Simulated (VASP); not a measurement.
A run of VASP 6.6.1 is set up as follows.

Contents of POSCAR:

```
V
1.0
   -1.4508781976      1.4508781976      1.4508781976
    1.4508781976     -1.4508781976      1.4508781976
    1.4508781976      1.4508781976     -1.4508781976
V
1
Direct
    0.0000000000      0.0000000000      0.0000000000
```

File INCAR.step1:

```
SYSTEM = V
ALGO     = Normal         ! electronic algorithm
EDIFF    = 1E-4           ! SCF threshold, eV
ENCUT    = 520            ! plane-wave cutoff, eV
GGA      = PE             ! functional
ISMEAR   = -1             ! smearing method
LASPH    = .TRUE.         ! aspherical terms in the spheres
LCHARG   = .FALSE.        ! write CHGCAR
LREAL    = .FALSE.        ! projectors in reciprocal space
LWAVE    = .TRUE.         ! write WAVECAR
NBANDS   = 12             ! bands
NELM     = 60             ! most SCF steps
PREC     = Accurate       ! precision mode
SIGMA    = 0.1            ! smearing width, eV
```

File INCAR.step2:

```
SYSTEM = V
ALGO     = Normal         ! electronic algorithm
EDIFF    = 1E-7           ! SCF threshold, eV
ENCUT    = 520            ! plane-wave cutoff, eV
ISIF     = 2              ! what is computed and relaxed
ISMEAR   = -1             ! smearing method
ISTART   = 1            
LASPH    = .TRUE.         ! aspherical terms in the spheres
LCHARG   = .FALSE.        ! write CHGCAR
LMIXTAU  = .TRUE.       
LREAL    = .FALSE.        ! projectors in reciprocal space
LWAVE    = .FALSE.        ! write WAVECAR
METAGGA  = R2SCAN         ! meta-GGA
NBANDS   = 12             ! bands
NELM     = 60             ! most SCF steps
PREC     = Accurate       ! precision mode
SIGMA    = 0.1            ! smearing width, eV
```

Contents of KPOINTS:

```
k-points
0
G
  24 24 24
  0 0 0
```

Potentials or basis: VASP PAW PBE potentials, release 64 (V_sv).

The run is started by

```bash
$ cat potpaw_PBE.64/V_sv/POTCAR > POTCAR
$ cp INCAR.step1 INCAR
$ mpirun -np 1 vasp_std > vasp.out
$ cp INCAR.step2 INCAR
$ mpirun -np 1 vasp_std > vasp.out
```

(1) What does it give for the pressure?

## Answers

(1) 19.8 GPa.

Caveat: the PAW data sets were made with another functional, which shifts forces and pressure a little.
